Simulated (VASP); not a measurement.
Here is a VASP 6.6.1 calculation.

Contents of INCAR:

```
PREC     = Accurate       # precision mode
ENCUT    = 600            # plane-wave cutoff, eV
EDIFF    = 1E-6           # SCF threshold, eV
ISMEAR   = -1             # smearing method
SIGMA    = 0.08           # smearing width, eV
LREAL    = F              # projectors in reciprocal space
LASPH    = T              # aspherical terms in the spheres
NELM     = 120            # most SCF steps
ALGO     = Normal         # electronic algorithm
ISIF     = 2              # what is computed and relaxed
LWAVE    = F              # write WAVECAR
LCHARG   = F              # write CHGCAR
GGA      = PS             # functional
NBANDS   = 13             # bands
GGA_COMPAT= F
```

KPOINTS

```
Automatic mesh
0
Gamma
  14 14 19
```

File POSCAR:

```
C
1.0
    3.1463004285      0.0000000000      0.0000000000
   -1.5731502142      2.7247760990      0.0000000000
    0.0000000000      0.0000000000      1.3025371651
C
3
Direct
    0.0000000000      0.0000000000      0.0000000000
    0.3333333333      0.6666666667      0.5000000000
    0.6666666667      0.3333333333      0.5000000000
```

Potentials or basis: VASP PAW PBE potentials, release 64 (C).

The run is started by

```console
$ cat potpaw_PBE.64/C/POTCAR > POTCAR
$ mpirun -np 1 vasp_std > vasp.out
```

(1) Estimate the pressure.

(2) Predict the band gap on the k mesh.

## Answers

(1) 391.0 GPa.

(2) zero (band 6 reaches 21.41 eV, above the bottom of band 7 at 5.90 eV).

Caveat: the PAW data sets were made with another functional, which shifts forces and pressure a little.
